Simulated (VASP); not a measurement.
Here is a VASP 6.6.1 calculation.

The input POSCAR:

```
Al
1.0
    3.8548807541      0.0000000000      0.0013537207
    0.0000000000      3.8548809918      0.0000000000
   -1.9267091425      0.0000000000      2.0878604291
Al
2
Direct
    0.0000000000      0.0000000000      0.0000000000
    0.5000000000      0.5000000000      0.0000000000
```

The input INCAR.step1:

```
SYSTEM = Al
  ALGO = Normal
  EDIFF = 1E-4
  ENCUT = 520
  GGA = PE
  ISMEAR = 0
  ISYM = 0
  LASPH = .TRUE.
  LCHARG = .FALSE.
  LREAL = .FALSE.
  LWAVE = .TRUE.
  NBANDS = 10
  NELM = 60
  PREC = Accurate
  SIGMA = 0.1
```

File INCAR.step2:

```
SYSTEM = Al
  ALGO = Normal
  EDIFF = 1E-7
  ENCUT = 520
  ISIF = 2
  ISMEAR = 0
  ISTART = 1
  ISYM = 0
  LASPH = .TRUE.
  LCHARG = .FALSE.
  LMIXTAU = .TRUE.
  LREAL = .FALSE.
  LWAVE = .FALSE.
  METAGGA = R2SCAN
  NBANDS = 10
  NELM = 60
  PREC = Accurate
  SIGMA = 0.1
```

The input KPOINTS:

```
k-points
0
G
  9 9 16
  0 0 0
```

Potentials or basis: VASP PAW PBE potentials, release 64 (Al).

Command:

```bash
$ cat potpaw_PBE.64/Al/POTCAR > POTCAR
$ cp INCAR.step1 INCAR
$ mpirun -np 1 vasp_std > vasp.out
$ cp INCAR.step2 INCAR
$ mpirun -np 1 vasp_std > vasp.out
```

(1) Predict the pressure.

(2) Predict the band gap on the k mesh.

Results:

(1) 2.8 GPa.

(2) zero (bands 3 and 4 overlap by 11.40 eV).

Caveat: the PAW data sets were made with another functional, which shifts forces and pressure a little.
